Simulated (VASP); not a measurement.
# Si4Ni2Cl in VASP: further runs, part 2 of 2

VASP 6.6.1.

## Step 3: Single point, PBE+D3(BJ)

INCAR reads:

```
ALGO     = Normal         # electronic algorithm
DIPOL    = 0.5 0.5 0.322
EDIFF    = 1E-6           # SCF threshold, eV
ENCUT    = 520            # plane-wave cutoff, eV
GGA      = PE             # functional
IDIPOL   = 3            
ISIF     = 2              # what is computed and relaxed
ISMEAR   = 0              # smearing method
IVDW     = 12             # dispersion correction
LASPH    = T              # aspherical terms in the spheres
LCHARG   = F              # write CHGCAR
LDIPOL   = T            
LREAL    = F              # projectors in reciprocal space
LWAVE    = F              # write WAVECAR
NBANDS   = 30             # bands
NELM     = 80             # most SCF steps
PREC     = Accurate       # precision mode
SIGMA    = 0.1            # smearing width, eV
```

KPOINTS reads:

```
k-points
0
Gamma
  9 9 1
```

POSCAR reads:

```
Si4Ni2Cl
1.0
    3.8050033461      0.0000000000      0.0000000000
   -1.9025016731      3.2952295592      0.0000000000
    0.0000000000      0.0000000000     21.9577178808
Si Ni Cl
4 2 1
Direct
    0.0000000000      0.0000000000      0.1821682937
    0.3333333333      0.6666666667      0.2529127180
    0.6666666667      0.3333333333      0.3239192411
    0.0000000000      0.0000000000      0.3897362161
    0.6666666667      0.3333333333      0.2175405058
    0.3333333333      0.6666666667      0.3579573807
    0.3333333333      0.6666666667      0.5309166437
```

Potentials or basis: VASP PAW PBE potentials, release 64 (Si, Ni, Cl).

Run with:

```console
$ cat potpaw_PBE.64/Si/POTCAR potpaw_PBE.64/Ni/POTCAR potpaw_PBE.64/Cl/POTCAR > POTCAR
$ mpirun -np 1 vasp_std > vasp.out
```

OUTCAR:

```text
EDIFF = 1E-6
   ENCUT = 520
   GGA = PE
   ISIF = 2
   ISMEAR = 0
   IVDW = 12
   LASPH = T
   LREAL = F
   NELM = 80
   PREC = Accurate
 IVDW          = 12

 ion  position               nearest neighbor table
   1  0.000  0.000  0.182-   5 2.33   5 2.33   5 2.33   2 2.69   2 2.69   2 2.69
   2  0.333  0.667  0.253-   6 2.31   5 2.33   5 2.33   5 2.33   1 2.69   1 2.69   1 2.69   3 2.69
                             3 2.69   3 2.69
   3  0.667  0.333  0.324-   6 2.32   6 2.32   6 2.32   5 2.34   4 2.63   4 2.63   4 2.63   2 2.69
                             2 2.69   2 2.69
   4  0.000  0.000  0.390-   6 2.30   6 2.30   6 2.30   3 2.63   3 2.63   3 2.63
   5  0.667  0.333  0.218-   1 2.33   1 2.33   1 2.33   2 2.33   2 2.33   2 2.33   3 2.34
   6  0.333  0.667  0.358-   4 2.30   4 2.30   4 2.30   2 2.31   3 2.32   3 2.32   3 2.32
   7  0.333  0.667  0.531-
[... 603 lines left out ...]
  external pressure =      -16.73 kB  Pullay stress =        0.00 kB

 VOLUME and BASIS-vectors are now :
 -----------------------------------------------------------------------------
  energy-cutoff  :      520.00
  volume of cell :      275.31
      direct lattice vectors                 reciprocal lattice vectors
     3.805003346  0.000000000  0.000000000     0.262811858  0.151734497  0.000000000
    -1.902501673  3.295229559  0.000000000     0.000000000  0.303468994  0.000000000
     0.000000000  0.000000000 21.957717881     0.000000000  0.000000000  0.045542073

 POSITION                                       TOTAL-FORCE (eV/Angst)
 -----------------------------------------------------------------------------------
      0.00000      0.00000      4.00000        -0.000000     -0.000000      0.642612
     -0.00000      2.19682      5.55339        -0.000000      0.000000     -0.492589
      1.90250      1.09841      7.11253         0.000000     -0.000000      0.138712
      0.00000      0.00000      8.55772        -0.000000     -0.000000      0.705902
      1.90250      1.09841      4.77669        -0.000000      0.000000     -0.224868
     -0.00000      2.19682      7.85993         0.000000     -0.000000     -0.139454
     -0.00000      2.19682     11.65772         0.000000     -0.000000     -0.630315
 -----------------------------------------------------------------------------------
    total drift:                                0.000001     -0.000000      0.001267

  FREE ENERGIE OF THE ION-ELECTRON SYSTEM (eV)
  ---------------------------------------------------
  free  energy   TOTEN  =       -36.1233623330 eV

  energy  without entropy=      -36.0909723373  energy(sigma->0) =      -36.10716734

 vacuum level on the upper side and lower side of the slab         7.283         3.334
```

It took 5 min on 1 thread of Oxide Virtual Turin-like, shared host; peak memory 0.36 GiB.

Results:

```yaml
Free_energy: -36.1234 eV
Largest_force: 0.706 eV/Å
Band_gap_on_the_k_mesh: zero (an odd number of electrons rules out a gap without spin polarisation)
Dispersion_energy_per_atom: -0.287 eV
```

Forces on the atoms (eV/Å):
```
Si   0.000  0.000  0.643
Si   0.000  0.000 -0.493
Si   0.000  0.000  0.139
Si   0.000  0.000  0.706
Ni   0.000  0.000 -0.225
Ni   0.000  0.000 -0.139
Cl   0.000  0.000 -0.630
```

Levels at points of the mesh, in eV from the Fermi level:
```tsv
k point	band 20	band 21	band 22	band 23	band 24	band 25
(0.00, 0.00, 0.00)	0.20	1.29	1.72	1.78	1.78	2.35
```

Caveat: an odd number of electrons without spin polarisation forces a metal; a magnetic or distorted state may lie lower.

## Step 4: Single point, PBE+D3(BJ)

INCAR reads:

```
SYSTEM = Si4Ni2Cl
  PREC = Accurate
  ENCUT = 520
  EDIFF = 1E-6
  ISMEAR = 0
  SIGMA = 0.1
  LREAL = .False.
  LASPH = .True.
  NELM = 80
  ALGO = Fast
  ISIF = 2
  LWAVE = .False.
  LCHARG = .False.
  LDIPOL = .True.
  IDIPOL = 3
  DIPOL = 0.5 0.5 0.322
  GGA = PE
  IVDW = 12
  NBANDS = 30
```

KPOINTS reads:

```
regular mesh
0
Gamma
  9 9 1
  0 0 0
```

POSCAR, as its differences from that of step 3:

```diff
@@ -14,2 +14,2 @@
     0.3333333333      0.6666666667      0.3579573807
-    0.3333333333      0.6666666667      0.5309166437
+    0.6666666667      0.3333333333      0.5309166437
```

Run with:

```console
$ cat potpaw_PBE.64/Si/POTCAR potpaw_PBE.64/Ni/POTCAR potpaw_PBE.64/Cl/POTCAR > POTCAR
$ mpirun -np 1 vasp_std > vasp.out
```

Run time: 4.3 min. Hardware: 1 thread of Oxide Virtual Turin-like, shared host; peak memory 0.38 GiB.

It converged, with:

```
Free energy                : -36.1881 eV
Largest force              : 0.915 eV/Å
Band gap on the k mesh     : zero (an odd number of electrons rules out a gap without spin polarisation)
Dispersion energy per atom : -0.287 eV
```

Forces in eV/Å, atoms in the order of the input:
```
Si   0.000  0.000  0.699
Si   0.000  0.000 -0.466
Si   0.000  0.000  0.179
Si   0.000  0.000  0.915
Ni   0.000  0.000 -0.320
Ni   0.000  0.000 -0.331
Cl   0.000  0.000 -0.677
```

Levels at points of the mesh, in eV from the Fermi level:
```csv
k point,band 19,band 20,band 21,band 22,band 23,band 24,band 25,band 26
"(0.00, 0.00, 0.00)",0.19,0.19,1.31,1.74,1.81,1.81,2.38,2.70
```

Caveat: an odd number of electrons without spin polarisation forces a metal; a magnetic or distorted state may lie lower. With open d or f shells a metallic result of PBE can be an artefact of self-interaction; +U or a hybrid may open a gap.

## Step 5: Single point, PBE+D3(BJ)

INCAR reads:

```
  PREC = Accurate
  ENCUT = 520
  EDIFF = 1E-6
  ISMEAR = 0
  SIGMA = 0.1
  LREAL = F
  LASPH = T
  NELM = 80
  ALGO = Normal
  ISIF = 2
  LWAVE = F
  LCHARG = F
  LDIPOL = T
  IDIPOL = 3
  DIPOL = 0.5 0.5 0.322
  GGA = PE
  IVDW = 12
  NBANDS = 30
```

KPOINTS reads:

```
regular mesh
0
Gamma
  9 9 1
```

POSCAR, as its differences from that of step 4:

```diff
@@ -14,2 +14,2 @@
     0.3333333333      0.6666666667      0.3579573807
-    0.6666666667      0.3333333333      0.5309166437
+    0.0000000000      0.0000000000      0.5309166437
```

Potentials or basis: VASP PAW PBE potentials, release 64 (Si, Ni, Cl).

Run with:

```console
$ cat potpaw_PBE.64/Si/POTCAR potpaw_PBE.64/Ni/POTCAR potpaw_PBE.64/Cl/POTCAR > POTCAR
$ mpirun -np 1 vasp_std > vasp.out
```

OUTCAR:

```text
PREC = Accurate
   ENCUT = 520
   EDIFF = 1E-6
   ISMEAR = 0
   LREAL = F
   LASPH = T
   NELM = 80
   ISIF = 2
   GGA = PE
   IVDW = 12
 IVDW          = 12

 ion  position               nearest neighbor table
   1  0.000  0.000  0.182-   5 2.33   5 2.33   5 2.33   2 2.69   2 2.69   2 2.69
   2  0.333  0.667  0.253-   6 2.31   5 2.33   5 2.33   5 2.33   1 2.69   1 2.69   1 2.69   3 2.69
                             3 2.69   3 2.69
   3  0.667  0.333  0.324-   6 2.32   6 2.32   6 2.32   5 2.34   4 2.63   4 2.63   4 2.63   2 2.69
                             2 2.69   2 2.69
   4  0.000  0.000  0.390-   6 2.30   6 2.30   6 2.30   3 2.63   3 2.63   3 2.63
   5  0.667  0.333  0.218-   1 2.33   1 2.33   1 2.33   2 2.33   2 2.33   2 2.33   3 2.34
[... 605 lines left out ...]
  external pressure =      -20.36 kB  Pullay stress =        0.00 kB

 VOLUME and BASIS-vectors are now :
 -----------------------------------------------------------------------------
  energy-cutoff  :      520.00
  volume of cell :      275.31
      direct lattice vectors                 reciprocal lattice vectors
     3.805003346  0.000000000  0.000000000     0.262811858  0.151734497  0.000000000
    -1.902501673  3.295229559  0.000000000     0.000000000  0.303468994  0.000000000
     0.000000000  0.000000000 21.957717881     0.000000000  0.000000000  0.045542073

 POSITION                                       TOTAL-FORCE (eV/Angst)
 -----------------------------------------------------------------------------------
      0.00000      0.00000      4.00000        -0.000000     -0.000000      0.601119
     -0.00000      2.19682      5.55339        -0.000000     -0.000000     -0.453819
      1.90250      1.09841      7.11253        -0.000000      0.000000      0.235484
      0.00000      0.00000      8.55772        -0.000000      0.000000      1.850760
      1.90250      1.09841      4.77669         0.000000      0.000000     -0.296378
     -0.00000      2.19682      7.85993         0.000000      0.000000     -0.531366
      0.00000      0.00000     11.65772        -0.000000      0.000000     -1.405800
 -----------------------------------------------------------------------------------
    total drift:                                0.000000     -0.000000      0.001024

  FREE ENERGIE OF THE ION-ELECTRON SYSTEM (eV)
  ---------------------------------------------------
  free  energy   TOTEN  =       -36.5969004588 eV

  energy  without entropy=      -36.5743646693  energy(sigma->0) =      -36.58563256

 vacuum level on the upper side and lower side of the slab         6.970         3.484
```

stdout:

```text
POSCAR found type information on POSCAR SiNiCl
 POSCAR found :  3 types and       7 ions
 scaLAPACK will be used
 LDA part: xc-table for (Slater+PW92), standard interpolation
 POSCAR, INCAR and KPOINTS ok, starting setup
 FFT: planning ... GRIDC
 FFT: planning ... GRID_SOFT
 FFT: planning ... GRID
 WAVECAR not read
 entering main loop
```

Run time: 5.5 min. Hardware: 1 thread of Oxide Virtual Turin-like, shared host; peak memory 0.38 GiB.

Results:

```yaml
Free_energy: -36.5969 eV
Largest_force: 1.851 eV/Å
Band_gap_on_the_k_mesh: zero (an odd number of electrons rules out a gap without spin polarisation)
Dispersion_energy_per_atom: -0.286 eV
```

Forces on the atoms (eV/Å):
```
Si   0.000  0.000  0.601
Si   0.000  0.000 -0.454
Si   0.000  0.000  0.235
Si   0.000  0.000  1.851
Ni   0.000  0.000 -0.296
Ni   0.000  0.000 -0.531
Cl   0.000  0.000 -1.406
```

Caveat: an odd number of electrons without spin polarisation forces a metal; a magnetic or distorted state may lie lower. Spin polarisation is off, so any magnetic state and its effect on volume and gap are missing.

## Step 6: Summary

| cell | gap on the mesh (eV) | largest force (eV/Å) |
| --- | --- | --- |
| as given, atomic positions A | none | 1.85 |
| as given, atomic positions B | none | 0.71 |
| as given, atomic positions C | none | 0.92 |

Alike in all rows: task single point; level PBE+D3(BJ); potentials or basis VASP PAW PBE potentials, release 64 (Si, Ni, Cl); no spin polarisation; k mesh 9 × 9 × 1; cutoff (eV) 520; smearing gaussian 0.1 eV.

Caveats: an odd number of electrons without spin polarisation forces a metal; a magnetic or distorted state may lie lower.

Absolute energies hang on the potentials; compare differences alone.
